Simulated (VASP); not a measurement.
Input of a VASP 6.6.1 run:

The input INCAR:

```
SYSTEM = Se
PREC     = Accurate       ! precision mode
ENCUT    = 600            ! plane-wave cutoff, eV
EDIFF    = 1E-7           ! SCF threshold, eV
ISMEAR   = -1             ! smearing method
SIGMA    = 0.1            ! smearing width, eV
LREAL    = .FALSE.        ! projectors in reciprocal space
LASPH    = .TRUE.         ! aspherical terms in the spheres
NELM     = 80             ! most SCF steps
ALGO     = Normal         ! electronic algorithm
ISIF     = 3              ! what is computed and relaxed
LWAVE    = .FALSE.        ! write WAVECAR
LCHARG   = .FALSE.        ! write CHGCAR
GGA      = CA             ! functional
IBRION   = 2              ! ionic algorithm
NSW      = 60             ! ionic steps
EDIFFG   = -0.005         ! ionic threshold
PSTRESS  = 1400.0
```

KPOINTS

```
Automatic mesh
0
G
  17 17 17
  0 0 0
```

POSCAR

```
Se
1.0
   -2.1891407951      2.1891407951      1.2040274373
    2.1891407951     -2.1891407951      1.2040274373
    2.1891407951      2.1891407951     -1.2040274373
Se
2
Direct
   -0.3750000000     -0.1250000000     -0.2500000000
    0.3750000000      0.1250000000      0.2500000000
```

Potentials or basis: VASP PAW LDA potentials, release 64 (Se).

Command:

```sh
$ cat potpaw_LDA.64/Se/POTCAR > POTCAR
$ mpirun -np 1 vasp_std > vasp.out
```

(1) What does it give for the band gap on the k mesh?

(2) Predict the relaxed volume.

(3) What does it give for the relaxed cell?

(4) Estimate the space group after relaxing (to 0.1 Å).

## Answers

(1) zero (bands 6 and 7 overlap by 8.06 eV).

(2) 11.97 Å³/atom.

(3) a = 3.394 Å, b = 3.394 Å, c = 3.394 Å, α = 96.98°, β = 96.98°, γ = 139.19°.

(4) I4_1/amd (No. 141).

Caveat: the cell is relaxed towards a set pressure, so the run minimises the enthalpy, not the energy.
